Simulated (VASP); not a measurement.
**Al2Cu: single point with PBE**

Crystal: Al2Cu.

```
Al Cu
1.0
    -2.09919    2.09919    2.89140
     2.09919   -2.09919    2.89140
     1.99001    1.99001   -2.89140
Al Cu
2 1
Direct
  0.75000 0.25000 0.50000
  0.25000 0.75000 0.50000
  0.50000 0.50000 0.00000
```

This cell differs from its parent crystal: strain +e along x and -e along y -0.0267, strain +e along z and -e/2 along x and y +0.0000.

| Quantity | Value |
| --- | --- |
| Program | VASP 6.6.1 |
| Task | single point |
| Functional | PBE |
| Potentials or basis | VASP PAW PBE potentials, release 64 (Al, Cu) |
| Cutoff | 520 eV |
| k mesh | 14 × 14 × 14 |
| Occupations | gaussian, width 0.15 eV |
| Spin | no spin polarisation |

- Pressure: 0.4 GPa
- Band gap on the k mesh: zero (an odd number of electrons rules out a gap without spin polarisation)

Stress tensor (GPa, compression positive):
```
0.49 2.43 0.00
2.43 0.49 0.00
0.00 0.00 0.08
```

Levels at points of the mesh, in eV from the Fermi level:
```
           k point  band 5  band 6  band 7  band 8  band 9  band 10  band 11  band 12  band 13  band 14
(0.00, 0.00, 0.00)   -3.99   -3.91    2.56    2.72    2.86     2.93     3.12     3.15     4.06     6.08
(0.50, 0.00, 0.00)   -3.94   -3.89   -3.86    0.41    0.80     2.66     2.93     3.86     4.37     9.39
(0.50, 0.50, 0.00)   -4.00   -3.80   -3.75   -1.88   -1.68     0.57     1.71     8.92    10.15    11.03
(0.00, 0.00, 0.50)   -3.97   -3.81   -3.60   -2.22   -2.03    -0.05     1.40     8.96     9.91    10.41
(0.50, 0.50, 0.50)   -3.96   -3.82   -3.66   -2.14   -1.75     0.27     1.57     8.86     9.60    10.31
```

Wall time 9.7 min on 1 thread of Intel(R) Xeon(R) Platinum 8259CL CPU @ 2.50GHz (Skylake/Cascade Lake), with other jobs on the host, peak memory 0.43 GiB.

Caveat: the cell differs from its parent crystal (strain +e along x and -e along y -0.0267, strain +e along z and -e/2 along x and y +0.0000).
